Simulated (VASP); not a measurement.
# Mg (R-3m) in VASP: notebook

Runs on Mg. Level: PBE. Tasks: single point, relaxation of cell and atoms.

Everything below comes from runs of VASP 6.6.1. Logs are shortened: lines on timing, memory, paths and dates and some standing lists are left out, and cuts for length are marked.

## (1) The cell of the first run

Symmetry: R-3m, No. 166, trigonal system. The conventional cell has a = 3.878 Å, b = 3.878 Å, c = 10.787 Å, α = 90.00°, β = 90.00°, γ = 120.00°. Mg (site symmetry 3m) has 6 Mg at 2.60 to 3.20 Å within 3.4 Å.

## (2) Single point, PBE

INCAR

```
SYSTEM = Mg
PREC = Accurate
ENCUT = 600
EDIFF = 1E-6
ISMEAR = 0
SIGMA = 0.1
LREAL = .False.
LASPH = .True.
NELM = 120
ALGO = Normal
ISIF = 2
LWAVE = .False.
LCHARG = .True.
GGA = PE
LELF = .True.
LVHAR = .True.
NBANDS = 9
GGA_COMPAT = .False.
```

KPOINTS

```
Automatic mesh
0
Gamma
  6 6 6
  0 0 0
```

POSCAR

```
Mg
1.0
    1.9389347649      1.1194445085      3.5955220567
   -1.9389347649      1.1194445085      3.5955220567
    0.0000000000     -2.2388890169      3.5955220567
Mg
2
Direct
    0.2275400000      0.2275400000      0.2275400000
    0.7724600000      0.7724600000      0.7724600000
```

Potentials or basis: VASP PAW PBE potentials, release 64 (Mg).

Run with:

```bash
$ cat potpaw_PBE.64/Mg/POTCAR > POTCAR
$ mpirun -np 1 vasp_std > vasp.out
```

OUTCAR:

```text
SYSTEM = Mg
   PREC = Accurate
   ENCUT = 600
   EDIFF = 1E-6
   ISMEAR = 0
   LREAL = .False.
   LASPH = .True.
   NELM = 120
   ISIF = 2
   GGA = PE

 ion  position               nearest neighbor table
   1  0.228  0.228  0.228-   2 2.60   2 2.60   2 2.60   2 3.20   2 3.20   2 3.20
   2  0.772  0.772  0.772-   1 2.60   1 2.60   1 2.60   1 3.20   1 3.20   1 3.20

  LATTYP: Found a trigonal (rhomboedric) cell.
 ALAT       =     4.2356112771
 COS(alpha) =     0.5808936906

  Lattice vectors:

 A1 = (   1.9389347649,   1.1194445085,   3.5955220567)
 A2 = (  -1.9389347649,   1.1194445085,   3.5955220567)
 A3 = (   0.0000000000,  -2.2388890169,   3.5955220567)

Analysis of symmetry for initial positions (statically):
=====================================================================
 Subroutine PRICEL returns:
 Original cell was already a primitive cell.

 Routine SETGRP: Setting up the symmetry group for a
 trigonal (rhombohedral) supercell.

 Subroutine GETGRP returns: Found 12 space group operations
 (whereof 12 operations were pure point group operations)
 out of a pool of 12 trial point group operations.

The static configuration has the point symmetry D_3d.

Analysis of symmetry for dynamics (positions and initial velocities):
=====================================================================
 Subroutine PRICEL returns:
 Original cell was already a primitive cell.

 Routine SETGRP: Setting up the symmetry group for a
 trigonal (rhombohedral) supercell.

 Subroutine GETGRP returns: Found 12 space group operations
 (whereof 12 operations were pure point group operations)
 out of a pool of 12 trial point group operations.

The dynamic configuration has the point symmetry D_3d.

 Subroutine INISYM returns: Found 12 space group operations
 (whereof 12 operations are pure point group operations),
 and found     1 'primitive' translations

----------------------------------------------------------------------------------------

                                     Primitive cell

  volume of cell :      46.8251

  direct lattice vectors                    reciprocal lattice vectors
     1.938934765  1.119444508  3.595522057     0.257873555  0.148883366  0.092707909
    -1.938934765  1.119444508  3.595522057    -0.257873555  0.148883366  0.092707909
     0.000000000 -2.238889017  3.595522057     0.000000000 -0.297766732  0.092707909

  length of vectors
     4.235611277  4.235611277  4.235611277     0.311865008  0.311865008  0.311865008

  position of ions in fractional coordinates (direct lattice)
     0.227540000  0.227540000  0.227540000
     0.772460000  0.772460000  0.772460000

  ion indices of the primitive-cell ions
   primitive index   ion index
                 1           1
                 2           2

----------------------------------------------------------------------------------------

 KPOINTS: Automatic mesh

Automatic generation of k-mesh.
 Grid dimensions read from file:
 generate k-points for:    6    6    6

 Generating k-lattice:

  Cartesian coordinates                     Fractional coordinates (reciprocal lattice)
     0.042978926  0.024813894  0.015451318     0.166666667  0.000000000 -0.000000000
    -0.042978926  0.024813894  0.015451318     0.000000000  0.166666667 -0.000000000
     0.000000000 -0.049627789  0.015451318    -0.000000000 -0.000000000  0.166666667

  Length of vectors
     0.051977501  0.051977501  0.051977501

  Shift w.r.t. Gamma in fractional coordinates (k-lattice)
     0.000000000  0.000000000  0.000000000

 Subroutine IBZKPT returns following result:
 ===========================================

 Found     32 irreducible k-points:

 Following reciprocal coordinates:
            Coordinates               Weight
  0.000000  0.000000  0.000000      1.000000
  0.166667  0.000000  0.000000      6.000000
  0.333333  0.000000  0.000000      6.000000
  0.500000  0.000000  0.000000      3.000000
  0.166667  0.166667  0.000000      6.000000
  0.333333  0.166667 -0.000000     12.000000
[... 16 lines left out ...]
  0.500000  0.500000  0.166667      6.000000
 -0.333333  0.500000  0.166667     12.000000
 [... further k-points ...]
   k-points           NKPTS =     32   k-points in BZ     NKDIM =     32   number of bands    NBANDS=      9
   number of dos      NEDOS =    301   number of ions     NIONS =      2
   total plane-waves  NPLWV =  46656
   dimension x,y,z NGX =    36 NGY =   36 NGZ =   36
   dimension x,y,z NGXF=    72 NGYF=   72 NGZF=   72
   ions per type =               2
   NGX,Y,Z   is equivalent  to a cutoff of  14.13, 14.13, 14.13 a.u.
   NGXF,Y,Z  is equivalent  to a cutoff of  28.26, 28.26, 28.26 a.u.
 SYSTEM =  Mg
   PREC   = accura    normal or accurate (medium, high low for compatibility)
   ISTART =      0    job   : 0-new  1-cont  2-samecut
   ICHARG =      2    charge: 1-file 2-atom 10-const
   ISPIN  =      1    spin polarized calculation?
   LNONCOLLINEAR =      F non collinear calculations
   LSORBIT =      F    spin-orbit coupling
   LASPH  =      T    aspherical Exc in radial PAW
   ENCUT  =  600.0 eV  44.10 Ry    6.64 a.u.   8.46  8.46  8.46*2*pi/ulx,y,z
   NELM   =    120;   NELMIN=  2; NELMDL= -5     # of ELM steps
   EDIFF  = 0.1E-05   stopping-criterion for ELM
   LREAL  =      F    real-space projection
   EDIFFG = 0.1E-04   stopping-criterion for IOM
   NSW    =      0    number of steps for IOM
   IBRION =     -1    ionic relax: 0-MD 1-quasi-New 2-CG
   NFREE  =      0    steps in history (QN), initial steepest desc. (CG)
   ISIF   =      2    stress and relaxation
   ISYM   =      2    0-nonsym 1-usesym 2-fastsym
   POTIM  = 0.5000    time-step for ionic-motion
   TEBEG  =    0.0;   TEEND  =   0.0 temperature during run
   PSTRESS=    0.0 pullay stress
   NELECT =       4.0000    total number of electrons
   NUPDOWN=      -1.0000    fix difference up-down
   EMIN   =  10.00;   EMAX   =-10.00  energy-range for DOS
   EFERMI =   0.00;   METHOD = LEGACY
   ISMEAR =     0;   SIGMA  =   0.10  broadening in eV -4-tet -1-fermi 0-gaus
   EFERMI_NEDOS =   21; number of points for ismear=-14 and -15
   IALGO  =     38    algorithm
   IMIX   =      4    mixing-type and parameters
     AMIX     =   0.40;   BMIX     =  1.00
     AMIX_MAG =   1.60;   BMIX_MAG =  1.00
  volume/ion in A,a.u.               =      23.41       158.00
  Fermi-wavevector in a.u.,A,eV,Ry     =   0.721000  1.362492  7.072863  0.519841
  Thomas-Fermi vector in A             =   1.810596
   LORBIT       =      0    0 simple, 1 ext, 2 COOP (PROOUT), +10 PAW based schemes
   GGA     = PE    functional components
   LHFCALC =     F    Hartree Fock is set to
   AEXX    =    0.0000 exact exchange contribution
   IVDW    =     0    specifies the selected vdW correction
   LEPSILON=     F    determine dielectric tensor
   LRPA    =     F    only Hartree local field effects (RPA)
 non-spin polarized calculation
 Gauss-broadening in eV      SIGMA  =   0.10
  energy-cutoff  :      600.00
  volume of cell :       46.83
 maximum number of plane-waves:      1581
 NGX is ok and might be reduce to    36
   NGX = 17   NGY = 17   NGZ = 17

 number of electron       4.0000000 magnetization

 Free energy of the ion-electron system (eV)
  ---------------------------------------------------
  ext. energy  EPLUGINS =         0.00000000
  ---------------------------------------------------
  free energy    TOTEN  =        -1.68733012 eV

  energy without entropy =       -1.67862150  energy(sigma->0) =       -1.68297581

 E-fermi :   2.4476     XC(G=0):  -8.3810

 val. band max:        2.4238720795   @ k =  -0.3333   0.3333   0.1667
 cond. band min:       2.4853877725   @ k =   0.5000   0.3333   0.0000
 fundamental gap:      0.0615156930
 Fermi energy:         2.4476354994

 k-point     1 :       0.0000    0.0000    0.0000
  band No.  band energies     occupation
      1      -4.3558      2.00000
      2       6.2674      0.00000
      3       6.8435      0.00000
      4       8.2685      0.00000
      5       8.2685      0.00000
      6       9.0021      0.00000
      7       9.0021      0.00000
      8      11.4365      0.00000
      9      11.6768      0.00000

 k-point     2 :       0.1667    0.0000    0.0000
  band No.  band energies     occupation
      1      -3.9499      2.00000
      2       5.2051      0.00000
      3       5.7233      0.00000
      4       7.3323      0.00000
      5       8.2113      0.00000
      6       9.0681      0.00000
      7       9.7095      0.00000
      8       9.8926      0.00000
      9      10.7470      0.00000

 k-point     3 :       0.3333    0.0000    0.0000
  band No.  band energies     occupation
      1      -2.7428      2.00000
      2       1.9331      2.00000
      3       5.6106      0.00000
      4       6.7330      0.00000
      5       7.6377      0.00000
      6       8.4673      0.00000
      7       8.8367      0.00000
      8       9.9312      0.00000
      9      11.1610      0.00000

 k-point     4 :       0.5000    0.0000    0.0000
  band No.  band energies     occupation
      1      -0.8497      2.00000
      2      -0.6751      2.00000
      3       5.9319      0.00000
      4       6.5962      0.00000
      5       6.6461      0.00000
      6       7.9029      0.00000
      7       8.9528      0.00000
      8       9.4542      0.00000
      9      13.4146      0.00000

 k-point     5 :       0.1667    0.1667    0.0000
  band No.  band energies     occupation
      1      -3.8439      2.00000
      2       4.6989      0.00000
      3       6.4175      0.00000
      4       6.5211      0.00000
      5       7.3478      0.00000
      6       8.0496      0.00000
      7       9.8687      0.00000
      8      11.3056      0.00000
      9      12.3637      0.00000

 k-point     6 :       0.3333    0.1667   -0.0000
  band No.  band energies     occupation
      1      -2.9336      2.00000
      2       3.4052      0.00000
      3       4.3196      0.00000
      4       5.4593      0.00000
      5       6.3875      0.00000
      6       9.3351      0.00000
      7      10.3308      0.00000
      8      11.5180      0.00000
      9      12.3302      0.00000
[... 169 lines left out ...]
 k-point    21 :      -0.3333    0.3333    0.1667
  band No.  band energies     occupation
      1      -0.1525      2.00000
      2       0.3978      2.00000
      3       2.4239      1.26318
      4       3.2636      0.00000
      5       8.0767      0.00000
      6       9.3874      0.00000
      7       9.9900      0.00000
      8      12.4035      0.00000
      9      12.9961      0.00000

 k-point    22 :      -0.1667    0.3333    0.1667
  band No.  band energies     occupation
      1      -1.6556      2.00000
      2       2.3857      1.61888
      3       2.9466      0.00000
      4       3.8753      0.00000
      5       6.9202      0.00000
      6       8.8122      0.00000
      7       9.3275      0.00000
      8      12.0753      0.00000
      9      14.5989      0.00000

 k-point    23 :       0.5000    0.5000    0.1667
  band No.  band energies     occupation
      1      -1.2113      2.00000
      2       1.3856      2.00000
      3       2.2365      1.99717
      4       5.0045      0.00000
      5       6.2412      0.00000
      6       7.1834      0.00000
      7      12.9339      0.00000
      8      14.6155      0.00000
      9      14.8903      0.00000

 k-point    24 :      -0.3333    0.5000    0.1667
  band No.  band energies     occupation
      1       0.3084      2.00000
      2       0.8789      2.00000
      3       1.7998      2.00000
      4       2.5791      0.06296
      5       7.0317      0.00000
      6       8.7557      0.00000
      7      10.9555      0.00000
      8      12.8796      0.00000
      9      15.9296      0.00000

 [... further k-points ...]

------------------------ aborting loop because EDIFF is reached ----------------------------------------

  FORCE on cell =-STRESS in cart. coord.  units (eV):
  Direction    XX          YY          ZZ          XY          YZ          ZX
  --------------------------------------------------------------------------------------
  -------------------------------------------------------------------------------------
  Total        2.0947225      2.0947225      2.6372039      0.0000000      0.0000000      0.0000000
  in kB       71.6734156     71.6734156     90.2350618      0.0000000      0.0000000      0.0000000
  external PRESSURE =      77.8606310 kB  Pullay stress =       0.0000000 kB

 VOLUME and BASIS-vectors are now :
 -----------------------------------------------------------------------------
  energy-cutoff  :      600.00
  volume of cell :       46.83
      direct lattice vectors                 reciprocal lattice vectors
     1.938934765  1.119444508  3.595522057     0.257873555  0.148883366  0.092707909
    -1.938934765  1.119444508  3.595522057    -0.257873555  0.148883366  0.092707909
     0.000000000 -2.238889017  3.595522057     0.000000000 -0.297766732  0.092707909

 POSITION                                       TOTAL-FORCE (eV/Angst)
 -----------------------------------------------------------------------------------
      0.00000      0.00000      2.45438         0.000000      0.000000      1.970816
      0.00000      0.00000      8.33219         0.000000     -0.000000     -1.970816
 -----------------------------------------------------------------------------------
    total drift:                                0.000000     -0.000000      0.000000

  FREE ENERGIE OF THE ION-ELECTRON SYSTEM (eV)
  ---------------------------------------------------
  free  energy   TOTEN  =        -1.6873301158 eV

  energy  without entropy=       -1.6786214960  energy(sigma->0) =       -1.68297581
```

Run time: 42 s. Hardware: 1 thread of Intel Xeon 8259CL, shared host; peak memory 0.17 GiB.

What came out:

* Free energy: -1.6873 eV
* Pressure: 7.8 GPa
* Largest force: 1.971 eV/Å
* Band gap on the k mesh: zero (bands 2 and 3 overlap by 5.04 eV)

Forces on the atoms (eV/Å):
```
Mg   0.000  0.000  1.971
Mg   0.000  0.000 -1.971
```

Caveat: the cell stands under pressure; forces of over 1 eV/Å act on the atoms, so gaps and moduli don't describe the material at rest.

## (3) Relaxation of cell and atoms, PBE

INCAR

```
SYSTEM = Mg
ALGO = Normal ; EDIFF = 1E-7
EDIFFG = -0.04 ; ENCUT = 600
GGA = PE ; GGA_COMPAT = .FALSE.
IBRION = 2 ; ISIF = 3
ISMEAR = 0 ; LASPH = .TRUE.
LCHARG = .FALSE. ; LREAL = .FALSE.
LWAVE = .FALSE. ; NELM = 120
NELMIN = 4 ; NSW = 90
PREC = Accurate ; SIGMA = 0.1
```

KPOINTS

```
k-points
0
G
  6 6 6
  0 0 0
```

POSCAR is that of step 2.

Potentials or basis: VASP PAW PBE potentials, release 64 (Mg).

Run with:

```bash
$ cat potpaw_PBE.64/Mg/POTCAR > POTCAR
$ mpirun -np 1 vasp_std > vasp.out
```

Wall time 6.1 min (1 thread of Intel Xeon 8259CL, shared host); peak memory 0.18 GiB.

The run converged. Its results:

```
Free energy                           : -2.9516 eV
Relaxed volume                        : 23.19 Å³/atom
Relaxed cell                          : a = 5.799 Å, b = 5.799 Å, c = 5.799 Å, α = 31.18°, β = 31.18°, γ = 31.18°
Space group after relaxing (to 0.1 Å) : R-3m (No. 166)
Energy gained by relaxing             : 632.1 meV/atom
Ionic steps                           : 21
Pressure after relaxing               : 0.0 GPa
Largest force after relaxing          : 0.026 eV/Å
Band gap on the k mesh                : zero (bands 2 and 3 overlap by 2.49 eV)
```

Forces in eV/Å, atoms in the order of the input:
```
Mg   0.000  0.000  0.026
Mg   0.000  0.000 -0.026
```

Stress tensor (GPa, compression positive):
```
-0.09  0.00  0.00
 0.00 -0.09  0.00
 0.00  0.00  0.06
```

Step by step:
```
step  energy change (eV)  largest force (eV/Å)  pressure (GPa)  volume (Å³)
   1              0.0000                1.9708            7.79        46.83
   2             -0.4708                0.8750            0.63        54.96
   3             -0.5292                0.5012           -1.41        59.43
   4             -0.5301                0.4693           -1.58        59.90
   5             -0.6137                0.3634           -1.48        58.05
   6             -0.7775                0.0253           -0.79        53.90
   7             -0.7167                1.6317            4.74        45.60
   8             -0.8206                0.4645            0.46        50.88
   9             -0.9151                0.5765            0.31        50.00
  10             -1.1369                0.7738            0.79        46.36
  11             -1.2041                0.3059           -0.87        47.40
  12             -1.2227                0.0394           -1.65        48.08
  13             -1.2431                0.1528            0.49        45.25
  14             -1.2430                0.1691            0.69        45.03
  15             -1.2441                0.1879            1.95        44.27
  16             -1.2504                0.1846            1.42        44.60
  17             -1.2593                0.0755           -0.12        46.71
  18             -1.2611                0.1030            0.28        46.08
  19             -1.2635                0.0558           -0.25        46.65
  20             -1.2636                0.0612           -0.19        46.58
  21             -1.2643                0.0262           -0.04        46.39
```

Final structure:
```
CELL_PARAMETERS angstrom
1.55855 0.89983 5.51259
-1.55855 0.89983 5.51259
0.00000 -1.79966 5.51259
ATOMIC_POSITIONS crystal
Mg 0.24971 0.24971 0.24971
Mg 0.75029 0.75029 0.75029
```

Levels at points of the mesh, in eV from the Fermi level:
```tsv
k point	band 1	band 2	band 3	band 4	band 5
(0.00, 0.00, 0.00)	-6.83	-2.00	-1.95	10.91	12.04
(0.50, 0.00, 0.00)	-1.67	-1.67	1.50	1.50	4.65
(0.50, 0.50, 0.00)	-1.50	-0.98	-0.16	0.86	6.02
(0.50, 0.50, 0.50)	-5.61	-5.58	3.82	3.83	12.09
```

Caveat: a cell axis changed by over 15 % at a fixed basis, so the end point is rough.

The gap in the log of VASP goes by the Fermi energy; the results here count the filled bands.